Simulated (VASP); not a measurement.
Tc:

```
Tc
1.0
     0.00000    1.92500    1.92500
     1.92500    0.00000    1.92500
     1.92500    1.92500    0.00000
Tc
1
Cartesian
  0.0000 0.0000 0.0000
```

This isn't the form of Tc at room conditions, which is hcp.

* Program: VASP 6.6.1
* Task: relaxation of cell and atoms
* Functional: LDA
* Potentials or basis: VASP PAW LDA potentials, release 64 (Tc_pv)
* Cutoff: 500 eV
* k mesh: 11 × 11 × 11
* Occupations: fermi-dirac, width 0.1 eV
* Spin: no spin polarisation

At the start: pressure -9.6 GPa; volume 14.27 Å³/atom.

**Question.** Where does the relaxation end?

**Answer.** Over 4 steps the energy falls by 12.9 meV/atom and the volume is 13.85 Å³/atom (-2.9 %); space group Fm-3m (No. 225, to 0.1 Å) before and after.

The path:
```
step  energy change (eV)  largest force (eV/Å)  pressure (GPa)  volume (Å³)
   1              0.0000                0.0000           -9.60        14.27
   2              0.1370                0.0000           41.12        12.57
   3             -0.0129                0.0000           -0.44        13.87
   4             -0.0129                0.0000           -0.07        13.85
```

Final structure:
```
CELL_PARAMETERS angstrom
0.00000 1.90605 1.90605
1.90605 0.00000 1.90605
1.90605 1.90605 0.00000
ATOMIC_POSITIONS crystal
Tc 0.00000 0.00000 0.00000
```
